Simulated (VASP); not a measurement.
# WS2 in VASP: a series of runs

The runs below take WS2 through single point, with PBEsol, PBE+D3(BJ), PBE+D4, PBE.

Program: VASP 6.6.1. These are calculated values, not measurements. Logs are shortened: lines on timing, memory, paths and dates and some standing lists are left out, and cuts for length are marked.

**1. The cell of the first run**

The cell holds a slab with vacuum, 3 atoms: a = 3.184 Å, b = 3.184 Å, c = 16.951 Å, α = 90.00°, β = 90.00°, γ = 120.00°.

**2. Single point, PBEsol**

INCAR

```
PREC = Accurate ; ENCUT = 520
EDIFF = 1E-6 ; ISMEAR = -1
SIGMA = 0.05 ; LREAL = False
LASPH = True ; NELM = 60
ALGO = Normal ; ISIF = 2
LWAVE = False ; LCHARG = False
GGA = PS ; NBANDS = 20
```

KPOINTS

```
regular mesh
0
Gamma
  10 10 2
```

POSCAR

```
WS2
1.0
    3.1835163552      0.0000000000      0.0000000000
   -1.5917581776      2.7570060369      0.0000000000
    0.0000000000      0.0000000000     16.9505778900
W S
1 2
Direct
    0.0000000000      0.0000000000      0.0000000000
    0.3333333333      0.6666666667      0.0920005100
    0.3333333333      0.6666666667      0.9079994900
```

Potentials or basis: VASP PAW PBE potentials, release 64 (W_sv, S).

Launch:

```console
$ cat potpaw_PBE.64/W_sv/POTCAR potpaw_PBE.64/S/POTCAR > POTCAR
$ mpirun -np 1 vasp_std > vasp.out
```

OUTCAR:

```text
PREC = Accurate
   ENCUT = 520
   EDIFF = 1E-6
   ISMEAR = -1
   LREAL = False
   LASPH = True
   NELM = 60
   ISIF = 2
   GGA = PS

 ion  position               nearest neighbor table
   1  0.000  0.000  0.000-   2 2.41   3 2.41   2 2.41   3 2.41   2 2.41   3 2.41
   2  0.333  0.667  0.092-   1 2.41   1 2.41   1 2.41
   3  0.333  0.667  0.908-   1 2.41   1 2.41   1 2.41

  LATTYP: Found a hexagonal cell.
 ALAT       =     3.1835163552
 C/A-ratio  =     5.3244827413

  Lattice vectors:

 A1 = (   3.1835163552,   0.0000000000,   0.0000000000)
 A2 = (  -1.5917581776,   2.7570060369,   0.0000000000)
 A3 = (   0.0000000000,   0.0000000000,  16.9505778900)

Analysis of symmetry for initial positions (statically):
=====================================================================
 Subroutine PRICEL returns:
 Original cell was already a primitive cell.

 Routine SETGRP: Setting up the symmetry group for a
 hexagonal supercell.

 Subroutine GETGRP returns: Found 12 space group operations
 (whereof 12 operations were pure point group operations)
 out of a pool of 24 trial point group operations.

The static configuration has the point symmetry D_3h.

Analysis of symmetry for dynamics (positions and initial velocities):
=====================================================================
 Subroutine PRICEL returns:
 Original cell was already a primitive cell.

 Routine SETGRP: Setting up the symmetry group for a
 hexagonal supercell.

 Subroutine GETGRP returns: Found 12 space group operations
 (whereof 12 operations were pure point group operations)
 out of a pool of 24 trial point group operations.

The dynamic configuration has the point symmetry D_3h.

 Subroutine INISYM returns: Found 12 space group operations
 (whereof 12 operations are pure point group operations),
 and found     1 'primitive' translations

----------------------------------------------------------------------------------------

                                     Primitive cell

  volume of cell :     148.7748

  direct lattice vectors                    reciprocal lattice vectors
     3.183516355  0.000000000  0.000000000     0.314118066  0.181356150  0.000000000
    -1.591758178  2.757006037  0.000000000     0.000000000  0.362712300  0.000000000
     0.000000000  0.000000000 16.950577890     0.000000000  0.000000000  0.058995039

  length of vectors
     3.183516355  3.183516355 16.950577890     0.362712300  0.362712300  0.058995039

  position of ions in fractional coordinates (direct lattice)
     0.000000000  0.000000000  0.000000000
     0.333333333  0.666666667  0.092000510
     0.333333333  0.666666667  0.907999490

  ion indices of the primitive-cell ions
   primitive index   ion index
                 1           1
                 2           2
                 3           3

----------------------------------------------------------------------------------------

 KPOINTS: regular mesh

Automatic generation of k-mesh.
 Grid dimensions read from file:
 generate k-points for:   10   10    2

 Generating k-lattice:

  Cartesian coordinates                     Fractional coordinates (reciprocal lattice)
     0.031411807  0.018135615  0.000000000     0.100000000 -0.000000000  0.000000000
     0.000000000  0.036271230  0.000000000     0.000000000  0.100000000  0.000000000
     0.000000000  0.000000000  0.029497519     0.000000000  0.000000000  0.500000000

  Length of vectors
     0.036271230  0.036271230  0.029497519

  Shift w.r.t. Gamma in fractional coordinates (k-lattice)
     0.000000000  0.000000000  0.000000000

 Subroutine IBZKPT returns following result:
 ===========================================

 Found     28 irreducible k-points:

 Following reciprocal coordinates:
            Coordinates               Weight
  0.000000  0.000000  0.000000      1.000000
  0.100000  0.000000  0.000000      6.000000
  0.200000  0.000000  0.000000      6.000000
  0.300000  0.000000  0.000000      6.000000
  0.400000 -0.000000  0.000000      6.000000
  0.500000  0.000000  0.000000      3.000000
[... 16 lines left out ...]
  0.300000  0.100000  0.500000     12.000000
  0.400000  0.100000  0.500000     12.000000
 [... further k-points ...]
   k-points           NKPTS =     28   k-points in BZ     NKDIM =     28   number of bands    NBANDS=     20
   number of dos      NEDOS =    301   number of ions     NIONS =      3
   total plane-waves  NPLWV =  72576
   dimension x,y,z NGX =    24 NGY =   24 NGZ =  126
   dimension x,y,z NGXF=    48 NGYF=   48 NGZF=  252
   ions per type =               1   2
   NGX,Y,Z   is equivalent  to a cutoff of  12.53, 12.53, 12.36 a.u.
   NGXF,Y,Z  is equivalent  to a cutoff of  25.07, 25.07, 24.72 a.u.
 SYSTEM =  unknown system
   PREC   = accura    normal or accurate (medium, high low for compatibility)
   ISTART =      0    job   : 0-new  1-cont  2-samecut
   ICHARG =      2    charge: 1-file 2-atom 10-const
   ISPIN  =      1    spin polarized calculation?
   LNONCOLLINEAR =      F non collinear calculations
   LSORBIT =      F    spin-orbit coupling
   LASPH  =      T    aspherical Exc in radial PAW
   ENCUT  =  520.0 eV  38.22 Ry    6.18 a.u.   5.92  5.92 31.52*2*pi/ulx,y,z
   NELM   =     60;   NELMIN=  2; NELMDL= -5     # of ELM steps
   EDIFF  = 0.1E-05   stopping-criterion for ELM
   LREAL  =      F    real-space projection
   EDIFFG = 0.1E-04   stopping-criterion for IOM
   NSW    =      0    number of steps for IOM
   IBRION =     -1    ionic relax: 0-MD 1-quasi-New 2-CG
   NFREE  =      0    steps in history (QN), initial steepest desc. (CG)
   ISIF   =      2    stress and relaxation
   ISYM   =      2    0-nonsym 1-usesym 2-fastsym
   POTIM  = 0.5000    time-step for ionic-motion
   TEBEG  =    0.0;   TEEND  =   0.0 temperature during run
   PSTRESS=    0.0 pullay stress
   NELECT =      26.0000    total number of electrons
   NUPDOWN=      -1.0000    fix difference up-down
   EMIN   =  10.00;   EMAX   =-10.00  energy-range for DOS
   EFERMI =   0.00;   METHOD = LEGACY
   ISMEAR =    -1;   SIGMA  =   0.05  broadening in eV -4-tet -1-fermi 0-gaus
   EFERMI_NEDOS =   21; number of points for ismear=-14 and -15
   IALGO  =     38    algorithm
   IMIX   =      4    mixing-type and parameters
     AMIX     =   0.40;   BMIX     =  1.00
     AMIX_MAG =   1.60;   BMIX_MAG =  1.00
  volume/ion in A,a.u.               =      49.59       334.66
  Fermi-wavevector in a.u.,A,eV,Ry     =   0.915285  1.729637 11.398226  0.837746
  Thomas-Fermi vector in A             =   2.040009
   LORBIT       =      0    0 simple, 1 ext, 2 COOP (PROOUT), +10 PAW based schemes
   GGA     = PS    functional components
   LHFCALC =     F    Hartree Fock is set to
   AEXX    =    0.0000 exact exchange contribution
   IVDW    =     0    specifies the selected vdW correction
   LEPSILON=     F    determine dielectric tensor
   LRPA    =     F    only Hartree local field effects (RPA)
 non-spin polarized calculation
  energy-cutoff  :      520.00
  volume of cell :      148.77
 maximum number of plane-waves:      4035
 NGX is ok and might be reduce to    24
   NGX = 11   NGY = 11   NGZ = 63

 number of electron      25.9999999 magnetization

 Free energy of the ion-electron system (eV)
  ---------------------------------------------------
  ext. energy  EPLUGINS =         0.00000000
  ---------------------------------------------------
  free energy    TOTEN  =       -25.23550709 eV

  energy without entropy =      -25.23550709  energy(sigma->0) =      -25.23550709

 E-fermi :  -0.3194     XC(G=0):  -4.5509

 val. band max:       -1.2802196588   @ k =   0.0000   0.0000   0.5000
 cond. band min:       0.7138456604   @ k =   0.3000   0.3000   0.0000
 fundamental gap:      1.9940653193
 Fermi energy:        -0.3194499789

 k-point     1 :       0.0000    0.0000    0.0000
  band No.  band energies     occupation
      1     -75.2329      2.00000
      2     -39.4785      2.00000
      3     -39.3261      2.00000
      4     -39.3261      2.00000
      5     -16.0318      2.00000
      6     -14.3481      2.00000
[... 12 lines left out ...]
     19       4.3061      0.00000
     20       4.3254      0.00000

 k-point     2 :       0.1000    0.0000    0.0000
  band No.  band energies     occupation
      1     -75.2313      2.00000
      2     -39.4726      2.00000
      3     -39.3588      2.00000
      4     -39.3337      2.00000
      5     -15.8664      2.00000
      6     -14.2887      2.00000
[... 12 lines left out ...]
     19       4.5211      0.00000
     20       4.8158      0.00000

 k-point     3 :       0.2000    0.0000    0.0000
  band No.  band energies     occupation
      1     -75.2271      2.00000
      2     -39.4571      2.00000
      3     -39.4437      2.00000
      4     -39.3536      2.00000
      5     -15.4065      2.00000
      6     -14.1243      2.00000
[... 12 lines left out ...]
     19       5.0736      0.00000
     20       5.8285      0.00000

 k-point     4 :       0.3000    0.0000    0.0000
  band No.  band energies     occupation
      1     -75.2219      2.00000
      2     -39.5469      2.00000
      3     -39.4380      2.00000
      4     -39.3780      2.00000
      5     -14.7658      2.00000
      6     -13.9000      2.00000
[... 12 lines left out ...]
     19       5.8370      0.00000
     20       6.0915      0.00000

 k-point     5 :       0.4000   -0.0000    0.0000
  band No.  band energies     occupation
      1     -75.2177      2.00000
      2     -39.6291      2.00000
      3     -39.4224      2.00000
      4     -39.3977      2.00000
      5     -14.1554      2.00000
      6     -13.6964      2.00000
[... 12 lines left out ...]
     19       6.2521      0.00000
     20       6.3341      0.00000

 k-point     6 :       0.5000    0.0000    0.0000
  band No.  band energies     occupation
      1     -75.2161      2.00000
      2     -39.6602      2.00000
      3     -39.4165      2.00000
      4     -39.4052      2.00000
      5     -13.8883      2.00000
      6     -13.6121      2.00000
[... 12 lines left out ...]
     19       6.3714      0.00000
     20       6.6591      0.00000

 k-point     7 :       0.1000    0.1000    0.0000
  band No.  band energies     occupation
      1     -75.2284      2.00000
      2     -39.4619      2.00000
      3     -39.4153      2.00000
      4     -39.3498      2.00000
      5     -15.5533      2.00000
      6     -14.1763      2.00000
[... 12 lines left out ...]
     19       4.8989      0.00000
     20       5.6717      0.00000
[... 277 lines left out ...]
 k-point    20 :       0.5000    0.0000    0.5000
  band No.  band energies     occupation
      1     -75.2161      2.00000
      2     -39.6602      2.00000
      3     -39.4165      2.00000
      4     -39.4052      2.00000
      5     -13.8884      2.00000
      6     -13.6121      2.00000
[... 12 lines left out ...]
     19       6.3711      0.00000
     20       6.6601      0.00000

 k-point    21 :       0.1000    0.1000    0.5000
  band No.  band energies     occupation
      1     -75.2284      2.00000
      2     -39.4619      2.00000
      3     -39.4153      2.00000
      4     -39.3498      2.00000
      5     -15.5533      2.00000
      6     -14.1763      2.00000
[... 12 lines left out ...]
     19       4.7680      0.00000
     20       6.0579      0.00000

 k-point    22 :       0.2000    0.1000    0.5000
  band No.  band energies     occupation
      1     -75.2237      2.00000
      2     -39.5036      2.00000
      3     -39.4446      2.00000
      4     -39.3777      2.00000
      5     -14.9993      2.00000
      6     -13.9788      2.00000
[... 12 lines left out ...]
     19       5.4466      0.00000
     20       6.7075      0.00000

 k-point    23 :       0.3000    0.1000    0.5000
  band No.  band energies     occupation
      1     -75.2190      2.00000
      2     -39.5902      2.00000
      3     -39.4273      2.00000
      4     -39.4057      2.00000
      5     -14.3605      2.00000
      6     -13.7567      2.00000
[... 12 lines left out ...]
     19       6.2892      0.00000
     20       6.3056      0.00000

 k-point    24 :       0.4000    0.1000    0.5000
  band No.  band energies     occupation
      1     -75.2161      2.00000
      2     -39.6431      2.00000
      3     -39.4230      2.00000
      4     -39.4165      2.00000
      5     -13.8992      2.00000
      6     -13.6032      2.00000
[... 12 lines left out ...]
     19       6.8905      0.00000
     20       6.9569      0.00000

 [... further k-points ...]
[... 5 lines left out ...]
  --------------------------------------------------------------------------------------
  -------------------------------------------------------------------------------------
  Total       -1.2728125     -1.2728125     -0.3529924      0.0000000     -0.0000000      0.0000000
  in kB      -13.7071043    -13.7071043     -3.8014272      0.0000000     -0.0000000      0.0000000
  external PRESSURE =     -10.4052119 kB  Pullay stress =       0.0000000 kB

 VOLUME and BASIS-vectors are now :
 -----------------------------------------------------------------------------
  energy-cutoff  :      520.00
  volume of cell :      148.77
      direct lattice vectors                 reciprocal lattice vectors
     3.183516355  0.000000000  0.000000000     0.314118066  0.181356150  0.000000000
    -1.591758178  2.757006037  0.000000000     0.000000000  0.362712300  0.000000000
     0.000000000  0.000000000 16.950577890     0.000000000  0.000000000  0.058995039

 POSITION                                       TOTAL-FORCE (eV/Angst)
 -----------------------------------------------------------------------------------
      0.00000      0.00000      0.00000        -0.000000      0.000000      0.000000
     -0.00000      1.83800      1.55946         0.000000     -0.000000     -0.104097
     -0.00000      1.83800     15.39112        -0.000000      0.000000      0.104097
 -----------------------------------------------------------------------------------
    total drift:                                0.000000     -0.000000     -0.000000

  FREE ENERGIE OF THE ION-ELECTRON SYSTEM (eV)
  ---------------------------------------------------
  free  energy   TOTEN  =       -25.2355070924 eV

  energy  without entropy=      -25.2355070920  energy(sigma->0) =      -25.23550709
```

Run time: 88 s. Hardware: 1 thread of Intel Xeon Platinum 8259CL at 2.50GHz (Skylake/Cascade Lake), shared host; peak memory 0.28 GiB.

Results:

```yaml
Free_energy: -25.2355 eV
Largest_force: 0.104 eV/Å
Band_gap_on_the_k_mesh: 1.99 eV, indirect (least direct gap 2.15 eV)
```

Forces on the atoms (eV/Å):
```
W    0.000  0.000  0.000
S    0.000  0.000 -0.104
S    0.000  0.000  0.104
```

Caveat: the PAW data sets were made with another functional, which shifts forces and pressure a little; spin-orbit coupling is left out, which moves the levels of the heavy elements.

(Part 1 of 2 ends here.)
